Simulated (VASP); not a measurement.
# Co in VASP: settings compared

The runs below take Co through single point, electric field gradients, elastic constants, with PBEsol+D3(BJ)+U, LDA+U, PBEsol.

Program: VASP 6.6.1. These are calculated values, not measurements. Logs are shortened: lines on timing, memory, paths and dates and some standing lists are left out, and cuts for length are marked.

## (1) The cell of the first run

The structure is hexagonal, space group P6_3/mmc (No. 194). Conventional cell: a = 2.472 Å, b = 2.472 Å, c = 4.021 Å, α = 90.00°, β = 90.00°, γ = 120.00°. Within 3.3 Å of Co (site symmetry -6m2) lie 12 Co at 2.47 Å.

## (2) Single point, PBEsol+D3(BJ)+U, collinear spin, ferromagnetic start

INCAR reads:

```
SYSTEM = Co
PREC = Accurate
ENCUT = 520
EDIFF = 1E-6
ISMEAR = -1
SIGMA = 0.05
LREAL = .False.
LASPH = .True.
NELM = 150
ALGO = Normal
ISIF = 2
LWAVE = .False.
LCHARG = .False.
ISPIN = 2
MAGMOM = -1.54 -0.47
LORBIT = 11
LMAXMIX = 4
LDAU = .True.
LDAUTYPE = 2
LDAUL = 2
LDAUU = 2
LDAUJ = 0
LDAUPRINT = 1
GGA = PS
IVDW = 12
NBANDS = 20
```

KPOINTS reads:

```
regular mesh
0
Gamma
  12 12 7
  0 0 0
```

POSCAR reads:

```
Co
1.0
    2.4719999032      0.0000000000      0.0000000000
   -1.2359999516      2.1408147143      0.0000000000
    0.0000000000      0.0000000000      4.0211440800
Co
2
Direct
    0.6666666667      0.3333333333      0.7500000000
    0.3333333333      0.6666666667      0.2500000000
```

Potentials or basis: VASP PAW PBE potentials, release 64 (Co).

On the command line:

```bash
$ cat potpaw_PBE.64/Co/POTCAR > POTCAR
$ mpirun -np 1 vasp_std > vasp.out
```

OUTCAR:

```text
SYSTEM = Co
   PREC = Accurate
   ENCUT = 520
   EDIFF = 1E-6
   ISMEAR = -1
   LREAL = .False.
   LASPH = .True.
   NELM = 150
   ISIF = 2
   ISPIN = 2
   LORBIT = 11
   GGA = PS
   IVDW = 12
 IVDW          = 12

 ion  position               nearest neighbor table
   1  0.667  0.333  0.750-   2 2.47   2 2.47   2 2.47   2 2.47   2 2.47   2 2.47
   2  0.333  0.667  0.250-   1 2.47   1 2.47   1 2.47   1 2.47   1 2.47   1 2.47

  LATTYP: Found a hexagonal cell.
 ALAT       =     2.4719999032
 C/A-ratio  =     1.6266764715

  Lattice vectors:

 A1 = (   2.4719999032,   0.0000000000,   0.0000000000)
 A2 = (  -1.2359999516,   2.1408147143,   0.0000000000)
 A3 = (   0.0000000000,   0.0000000000,   4.0211440800)

Analysis of symmetry for initial positions (statically):
=====================================================================
 Subroutine PRICEL returns:
 Original cell was already a primitive cell.

 Routine SETGRP: Setting up the symmetry group for a
 hexagonal supercell.

 Subroutine GETGRP returns: Found 24 space group operations
 (whereof 12 operations were pure point group operations)
 out of a pool of 24 trial point group operations.

The static configuration has the point symmetry D_3d.
 The point group associated with its full space group is D_6h.

Analysis of symmetry for dynamics (positions and initial velocities):
=====================================================================
 Subroutine PRICEL returns:
 Original cell was already a primitive cell.

 Routine SETGRP: Setting up the symmetry group for a
 hexagonal supercell.

 Subroutine GETGRP returns: Found 24 space group operations
 (whereof 12 operations were pure point group operations)
 out of a pool of 24 trial point group operations.

The dynamic configuration has the point symmetry D_3d.
 The point group associated with its full space group is D_6h.

Analysis of structural, dynamic, and magnetic symmetry:
=====================================================================
 Subroutine PRICEL returns:
 Original cell was already a primitive cell.

 Routine SETGRP: Setting up the symmetry group for a
 hexagonal supercell.

[... 203 lines left out ...]
  o =  0.5543  v =  1.0000  0.0000  0.0000  0.0000  0.0000  0.0000  0.0000  0.0000  0.0000  0.0000      0.0000  0.0000  0.0000  0.0000  0.0000  0.0000  0.0000  0.0000  0.0000  0.0000
  o =  0.5543  v =  0.0000  0.0000 -0.0000  0.0000 -1.0000  0.0000  0.0000  0.0000  0.0000  0.0000      0.0000  0.0000  0.0000  0.0000  0.0000  0.0000  0.0000  0.0000  0.0000  0.0000
  o =  0.5681  v =  0.0000 -0.0000  1.0000 -0.0000 -0.0000  0.0000  0.0000  0.0000  0.0000  0.0000      0.0000  0.0000  0.0000  0.0000  0.0000  0.0000  0.0000  0.0000  0.0000  0.0000
  o =  0.9141  v =  0.0000  0.0000  0.0000  0.0000  0.0000  0.0000 -0.0000 -1.0000  0.0000 -0.0000      0.0000  0.0000  0.0000  0.0000  0.0000  0.0000  0.0000  0.0000  0.0000  0.0000
  o =  0.9182  v =  0.0000  0.0000  0.0000  0.0000  0.0000  0.0000 -0.0000 -0.0000  0.0000  1.0000      0.0000  0.0000  0.0000  0.0000  0.0000  0.0000  0.0000  0.0000  0.0000  0.0000
  o =  0.9182  v =  0.0000  0.0000  0.0000  0.0000  0.0000  1.0000  0.0000  0.0000  0.0000  0.0000      0.0000  0.0000  0.0000  0.0000  0.0000  0.0000  0.0000  0.0000  0.0000  0.0000
  o =  0.9239  v =  0.0000  0.0000  0.0000  0.0000  0.0000  0.0000  1.0000 -0.0000  0.0000  0.0000      0.0000  0.0000  0.0000  0.0000  0.0000  0.0000  0.0000  0.0000  0.0000  0.0000
  o =  0.9239  v =  0.0000  0.0000  0.0000  0.0000  0.0000  0.0000  0.0000 -0.0000 -1.0000  0.0000      0.0000  0.0000  0.0000  0.0000  0.0000  0.0000  0.0000  0.0000  0.0000  0.0000

 number of electron      17.9999990 magnetization      -3.4875273

 Free energy of the ion-electron system (eV)
  ---------------------------------------------------
  ext. energy  EPLUGINS =         0.00000000
  ---------------------------------------------------
  free energy    TOTEN  =       -12.16522292 eV

  energy without entropy =      -12.15030468  energy(sigma->0) =      -12.15776380

 E-fermi :  10.3462     XC(G=0): -13.6753

 val. band max:       10.3398576008   @ k =   0.1667   0.1667   0.1429
 cond. band min:      10.3510847109   @ k =   0.1667   0.1667   0.4286
 fundamental gap:      0.0112271101
 Fermi energy:        10.3461546353

 spin component 1

 k-point     1 :       0.0000    0.0000    0.0000
  band No.  band energies     occupation
      1       1.3109      1.00000
      2       6.0349      1.00000
      3       9.3226      1.00000
      4       9.4278      1.00000
      5       9.4278      1.00000
      6       9.8034      0.99998
[... 1097 lines left out ...]
     19      33.5739      0.00000
     20      34.9845      0.00000

 [... further k-points ...]

------------------------ aborting loop because EDIFF is reached ----------------------------------------

 Edisp (eV)   -0.77596

 E8    (eV) :    -0.5136

  FORCE on cell =-STRESS in cart. coord.  units (eV):
  Direction    XX          YY          ZZ          XY          YZ          ZX
  --------------------------------------------------------------------------------------
  -------------------------------------------------------------------------------------
  Total      -1.69118    -1.69118    -1.68477     0.00000     0.00000     0.00000
  in kB    -127.32775  -127.32775  -126.84505     0.00000     0.00000     0.00000
  external pressure =     -127.17 kB  Pullay stress =        0.00 kB

 VOLUME and BASIS-vectors are now :
 -----------------------------------------------------------------------------
  energy-cutoff  :      520.00
  volume of cell :       21.28
      direct lattice vectors                 reciprocal lattice vectors
     2.471999903  0.000000000  0.000000000     0.404530760  0.233555943  0.000000000
    -1.235999952  2.140814714  0.000000000     0.000000000  0.467111887  0.000000000
     0.000000000  0.000000000  4.021144080     0.000000000  0.000000000  0.248685444

 POSITION                                       TOTAL-FORCE (eV/Angst)
 -----------------------------------------------------------------------------------
      1.23600      0.71360      3.01586         0.000000      0.000000     -0.000000
     -0.00000      1.42721      1.00529        -0.000000     -0.000000      0.000000
 -----------------------------------------------------------------------------------
    total drift:                                0.000000     -0.000000     -0.000000

  FREE ENERGIE OF THE ION-ELECTRON SYSTEM (eV)
  ---------------------------------------------------
  free  energy   TOTEN  =       -12.9411815773 eV

  energy  without entropy=      -12.9262633340  energy(sigma->0) =      -12.93372246

 total charge

# of ion       s       p       d       tot
------------------------------------------
    1        0.497   0.532   7.307   8.336
    2        0.497   0.532   7.308   8.336
--------------------------------------------------
tot          0.994   1.063  14.615  16.672

 magnetization (x)

# of ion       s       p       d       tot
------------------------------------------
    1        0.017   0.067  -1.863  -1.779
    2        0.017   0.067  -1.863  -1.779
--------------------------------------------------
tot          0.034   0.134  -3.726  -3.558
```

OSZICAR:

```text
N       E                     dE             d eps       ncg     rms          rms(c)
DAV:   1     0.867137077501E+02    0.86714E+02   -0.78311E+03  6464   0.119E+03
DAV:   2    -0.925463230622E+01   -0.95968E+02   -0.86622E+02  6156   0.217E+02
DAV:   3    -0.140142729363E+02   -0.47596E+01   -0.45383E+01  6884   0.581E+01
DAV:   4    -0.140842561477E+02   -0.69983E-01   -0.69927E-01  7288   0.628E+00
DAV:   5    -0.140863682840E+02   -0.21121E-02   -0.21120E-02  7096   0.107E+00    0.162E+01
DAV:   6    -0.125369531857E+02    0.15494E+01   -0.84238E+00  6900   0.618E+01    0.103E+01
DAV:   7    -0.137984903101E+02   -0.12615E+01   -0.75815E+00  7616   0.621E+01    0.183E+01
DAV:   8    -0.121677644667E+02    0.16307E+01   -0.40718E+00  7900   0.423E+01    0.506E+00
DAV:   9    -0.121916287855E+02   -0.23864E-01   -0.19528E-01  7704   0.770E+00    0.262E+00
DAV:  10    -0.121638402861E+02    0.27788E-01   -0.41581E-02  9488   0.441E+00    0.998E-01
DAV:  11    -0.121662885911E+02   -0.24483E-02   -0.28826E-02  7812   0.171E+00    0.752E-01
DAV:  12    -0.121650632264E+02    0.12254E-02   -0.47067E-03  7972   0.189E+00    0.333E-01
DAV:  13    -0.121650396596E+02    0.23567E-04   -0.12624E-03  9368   0.830E-01    0.172E-01
DAV:  14    -0.121652031908E+02   -0.16353E-03   -0.26001E-04  8480   0.257E-01    0.538E-02
DAV:  15    -0.121652142424E+02   -0.11052E-04   -0.48800E-05  8776   0.107E-01    0.220E-02
DAV:  16    -0.121652205797E+02   -0.63373E-05   -0.91722E-06  7172   0.389E-02    0.142E-02
DAV:  17    -0.121652226999E+02   -0.21202E-05   -0.19758E-06  4468   0.219E-02    0.710E-03
DAV:  18    -0.121652229232E+02   -0.22330E-06   -0.65260E-07  3088   0.869E-03
   1 F= -.12941182E+02 E0= -.12933722E+02  d E =-.149182E-01  mag=    -3.4881
```

Wall time 2 min (1 thread of Intel Xeon Platinum 8259CL at 2.50GHz (Skylake/Cascade Lake), shared host); peak memory 0.17 GiB.

What came out:

| Item | Value |
| --- | --- |
| Free energy | -12.9412 eV |
| Pressure | -12.7 GPa |
| Net moment | -3.49 μB per cell |
| Site moments | Co -1.78 μB |
| Valence electrons inside the program's atomic spheres | Co 8.34 |
| Dispersion energy per atom | -0.388 eV |

Levels at points of the mesh, in eV from the Fermi level:
Spin up:
| k point | band 4 | band 5 | band 6 | band 7 | band 8 | band 9 | band 10 | band 11 |
| --- | --- | --- | --- | --- | --- | --- | --- | --- |
| (0.00, 0.00, 0.00) | -0.92 | -0.92 | -0.54 | -0.54 | -0.21 | -0.02 | -0.02 | 1.22 |
| (0.50, 0.00, 0.00) | -1.86 | -1.01 | -0.98 | -0.62 | 1.33 | 1.49 | 1.49 | 2.67 |
Spin down:
| k point | band 8 | band 9 | band 10 | band 11 | band 12 | band 13 | band 14 | band 15 |
| --- | --- | --- | --- | --- | --- | --- | --- | --- |
| (0.00, 0.00, 0.00) | -2.72 | -2.72 | -1.61 | -1.61 | -0.18 | 6.06 | 22.14 | 24.72 |
| (0.50, 0.00, 0.00) | -1.42 | -1.39 | -1.27 | 0.99 | 3.10 | 9.56 | 10.32 | 12.33 |

Eigenvalues of the final occupation matrices:
| site | spin | trace | eigenvalues |
| --- | --- | --- | --- |
| site 1 d | 1 | 2.74 | 0.53 0.53 0.55 0.55 0.57 |
| site 1 d | 2 | 4.60 | 0.91 0.92 0.92 0.92 0.92 |
| site 2 d | 1 | 2.74 | 0.53 0.53 0.55 0.55 0.57 |
| site 2 d | 2 | 4.60 | 0.91 0.92 0.92 0.92 0.92 |

Caveat: the cell stands under tension; the PAW data sets were made with another functional, which shifts forces and pressure a little; the U is typed as a test and isn't derived for this compound.

## (3) Electric field gradients, LDA+U, collinear spin, antiferromagnetic start

INCAR reads:

```
SYSTEM = Co
PREC = Accurate ; ENCUT = 520
EDIFF = 1E-8 ; ISMEAR = 1
SIGMA = 0.025 ; LREAL = .False.
LASPH = .True. ; NELM = 150
ALGO = Normal ; ISIF = 2
LWAVE = .False. ; LCHARG = .False.
ISPIN = 2 ; MAGMOM = 2 -2
LORBIT = 11 ; LMAXMIX = 4
LDAU = .True. ; LDAUTYPE = 2
LDAUL = 2 ; LDAUU = 1
LDAUJ = 0 ; LDAUPRINT = 1
LEFG = .True. ; NBANDS = 20
```

KPOINTS reads:

```
regular mesh
0
Gamma
  9 9 5
  0 0 0
```

POSCAR reads:

```
Co
1.0
    2.4719999032      0.0000000000      0.0000000000
   -1.2359999516      2.1408147143      0.0000000000
    0.0000000000      0.0000000000      4.0211440800
Co
2
Direct
    0.6684170000      0.3312730000      0.7577780000
    0.3182040000      0.6555270000      0.2443420000
```

Potentials or basis: VASP PAW LDA potentials, release 64 (Co).

On the command line:

```bash
$ cat potpaw_LDA.64/Co/POTCAR > POTCAR
$ mpirun -np 1 vasp_std > vasp.out
```

OUTCAR:

```text
SYSTEM = Co
   PREC = Accurate
   ENCUT = 520
   EDIFF = 1E-8
   ISMEAR = 1
   LREAL = .False.
   LASPH = .True.
   NELM = 150
   ISIF = 2
   ISPIN = 2
   LORBIT = 11

 ion  position               nearest neighbor table
   1  0.668  0.331  0.758-   2 2.40   2 2.43   2 2.43   2 2.49   2 2.52   2 2.52
   2  0.318  0.656  0.244-   1 2.40   1 2.43   1 2.43   1 2.49   1 2.52   1 2.52

  LATTYP: Found a hexagonal cell.
 ALAT       =     2.4719999032
 C/A-ratio  =     1.6266764715

  Lattice vectors:

 A1 = (   2.4719999032,   0.0000000000,   0.0000000000)
 A2 = (  -1.2359999516,   2.1408147143,   0.0000000000)
 A3 = (   0.0000000000,   0.0000000000,   4.0211440800)

Analysis of symmetry for initial positions (statically):
[... 1419 lines left out ...]
 Electric field gradients after diagonalization (V/A^2)
 (convention: |V_zz| > |V_xx| > |V_yy|)
----------------------------------------------------------------------
 ion       V_xx      V_yy      V_zz     asymmetry (V_yy - V_xx)/ V_zz
----------------------------------------------------------------------
   1      -9.773    -5.774    15.546       0.257
   2      -9.778    -5.773    15.551       0.258
----------------------------------------------------------------------

           NMR quadrupolar parameters

 Cq : quadrupolar parameter    Cq=e*Q*V_zz/h
 eta: asymmetry parameters     (V_yy - V_xx)/ V_zz
 Q  : nuclear electric quadrupole moment in mb (millibarn)
----------------------------------------------------------------------
 ion       Cq(MHz)       eta       Q (mb)
----------------------------------------------------------------------
   1       0.038       0.257       1.000
   2       0.038       0.258       1.000
----------------------------------------------------------------------

 total charge

# of ion       s       p       d       tot
------------------------------------------
    1        0.492   0.524   7.322   8.337
    2        0.492   0.524   7.322   8.337
--------------------------------------------------
tot          0.983   1.048  14.643  16.674

 magnetization (x)

# of ion       s       p       d       tot
------------------------------------------
    1       -0.001   0.009   1.129   1.138
    2        0.001  -0.009  -1.129  -1.138
--------------------------------------------------
tot          0.000   0.000   0.000   0.000
```

Wall time 3.8 min (1 thread of Intel Xeon Platinum 8259CL at 2.50GHz (Skylake/Cascade Lake), shared host); peak memory 0.22 GiB.

What came out:

```yaml
Free_energy: -13.9754 eV
Pressure: -20.0 GPa
Largest_force: 0.356 eV/Å
Band_gap_on_the_k_mesh: zero (filled and empty bands overlap)
Net_moment: 0.00 μB per cell
Site_moments: Co +1.14, -1.14 μB
Largest_electric_field_gradient_by_atom: Co +15.5, +15.6 V/Å²
Valence_electrons_inside_the_program's_atomic_spheres: Co 8.34
```

Forces in eV/Å, atoms in the order of the input:
```
Co  -0.095 -0.060 -0.337
Co   0.095  0.060  0.337
```

Electric field gradients, principal values (V/Å²):
| atom | least | middle | greatest (by size) |
| --- | --- | --- | --- |
| 1 Co | -5.774 | -9.773 | 15.546 |
| 2 Co | -5.773 | -9.778 | 15.551 |

Eigenvalues of the final occupation matrices:
| site | spin | trace | eigenvalues |
| --- | --- | --- | --- |
| site 1 d | 1 | 4.24 | 0.82 0.83 0.85 0.87 0.87 |
| site 1 d | 2 | 3.11 | 0.58 0.60 0.63 0.63 0.67 |
| site 2 d | 1 | 3.11 | 0.58 0.60 0.63 0.63 0.67 |
| site 2 d | 2 | 4.24 | 0.82 0.83 0.85 0.87 0.87 |

Caveat: the cell stands under tension; without QUAD_EFG the Cq values of the log hold for a quadrupole moment of 1 mb, not for the nuclei; the U is typed as a test and isn't derived for this compound. The state reached can hang on the start; a lower one may exist.

## (4) Elastic constants, PBEsol, collinear spin, ferromagnetic start

INCAR reads:

```
  PREC = Accurate
  ENCUT = 600
  EDIFF = 1E-8
  ISMEAR = -1
  SIGMA = 0.05
  LREAL = F
  LASPH = T
  NELM = 150
  ALGO = Normal
  ISIF = 3
  LWAVE = F
  LCHARG = F
  ISPIN = 2
  MAGMOM = 2 2
  LORBIT = 11
  LMAXMIX = 4
  GGA = PS
  IBRION = 6
  NFREE = 2
  POTIM = 0.015
  NSW = 1
```

KPOINTS reads:

```
regular mesh
0
Gamma
  9 9 5
```

POSCAR reads:

```
Co
1.0
    2.4719999032      0.0000000000      0.0000000000
   -1.2359999516      2.1408147143      0.0000000000
    0.0000000000      0.0000000000      4.0211440800
Co
2
Direct
    0.6666666667      0.3333333333      0.7500000000
    0.3333333333      0.6666666667      0.2500000000
```

Potentials or basis: VASP PAW PBE potentials, release 64 (Co).

On the command line:

```bash
$ cat potpaw_PBE.64/Co/POTCAR > POTCAR
$ mpirun -np 1 vasp_std > vasp.out
```

Wall time 13 min (1 thread of Intel Xeon Platinum 8259CL at 2.50GHz (Skylake/Cascade Lake), shared host); peak memory 0.27 GiB.

Results (log left out):

| Quantity | Value |
| --- | --- |
| Net moment | 3.06 μB per cell |
| Site moments | Co +1.54 μB |
| Valence electrons inside the program's atomic spheres | Co 8.31 |
| Voigt bulk modulus | 223 GPa |
| Highest phonon frequency at Γ | 233 cm⁻¹ |

Phonon frequencies in cm⁻¹ (negative: imaginary):
| q point | frequencies |
| --- | --- |
| (0.000, 0.000, 0.000) | 0 0 0 142 142 233 |

Elastic tensor in Voigt notation (GPa, in the Cartesian axes of the cell as first typed):
```
375 181 124   0   0   0
181 375 124   0   0   0
124 124 397   0   0   0
  0   0   0  98   0   0
  0   0   0   0  98   0
  0   0   0   0   0  97
```

Clamped-ion elastic tensor (GPa):
```
401 156 124   0   0   0
156 401 124   0   0   0
124 124 397   0   0   0
  0   0   0  98   0   0
  0   0   0   0  98   0
  0   0   0   0   0 122
```

Caveat: the cell is under stress, which shifts elastic constants; the PAW data sets were made with another functional, which shifts forces and pressure a little.

## (5) Summary

| task | level | potentials or basis | spin | U | cell | k mesh | cutoff (eV) | smearing | ions in elastic constants | gap on the mesh (eV) | pressure (GPa) | moment (μB) |
| --- | --- | --- | --- | --- | --- | --- | --- | --- | --- | --- | --- | --- |
| single point | PBEsol+D3(BJ)+U | VASP PAW PBE potentials, release 64 (Co) | collinear, ferromagnetic start | Co d U = 2.0 eV | as given, atomic positions A | 12 × 12 × 7 | 520 | fermi-dirac 0.05 eV | - | none | -12.7 | 3.49 |
| electric field gradients | LDA+U | VASP PAW LDA potentials, release 64 (Co) | collinear, antiferromagnetic start | Co d U = 1.0 eV | as given, atomic positions B | 9 × 9 × 5 | 520 | methfessel-paxton 0.025 eV | - | none | -20.0 | 0.00 |
| elastic constants | PBEsol | VASP PAW PBE potentials, release 64 (Co) | collinear, ferromagnetic start | - | as given, atomic positions A | 9 × 9 × 5 | 600 | fermi-dirac 0.05 eV | relaxed | - | - | 3.06 |

Caveats: the cell stands under tension (at least some runs); the PAW data sets were made with another functional, which shifts forces and pressure a little (at least some runs); the U is typed as a test and isn't derived for this compound (at least some runs); the cell is under stress, which shifts elastic constants (at least some runs).

Absolute energies hang on the potentials; compare differences alone.
